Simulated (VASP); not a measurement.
A run of VASP 6.6.1:

INCAR

```
ALGO = Normal
EDIFF = 1E-7
ENCUT = 520
GGA = PS
ISIF = 2
ISMEAR = 0
LASPH = T
LCHARG = F
LREAL = F
LWAVE = F
NBANDS = 12
NELM = 60
PREC = Accurate
SIGMA = 0.05
```

Contents of KPOINTS:

```
k-points
0
Gamma
  10 10 10
```

File POSCAR:

```
LiCl
1.0
    0.0000000000      2.5489212276      2.5489212276
    2.5489212276      0.0000000000      2.5489212276
    2.5489212276      2.5489212276      0.0000000000
Li Cl
1 1
Direct
    0.0000000000      0.0000000000      0.0000000000
    0.5000000000      0.5000000000      0.5000000000
```

Potentials or basis: VASP PAW PBE potentials, release 64 (Li_sv, Cl).

Command:

```console
$ cat potpaw_PBE.64/Li_sv/POTCAR potpaw_PBE.64/Cl/POTCAR > POTCAR
$ mpirun -np 1 vasp_std > vasp.out
```

Hardware: 1 thread of AMD EPYC 9R45 96-Core Processor (Zen 5) (shared host).

Q: How long does it take, and how much memory?

A: Run time: 11 s on 1 thread of AMD EPYC 9R45 96-Core Processor (Zen 5) (shared host), peak memory 0.12 GiB. Counts: scf iterations 12, k points 47.
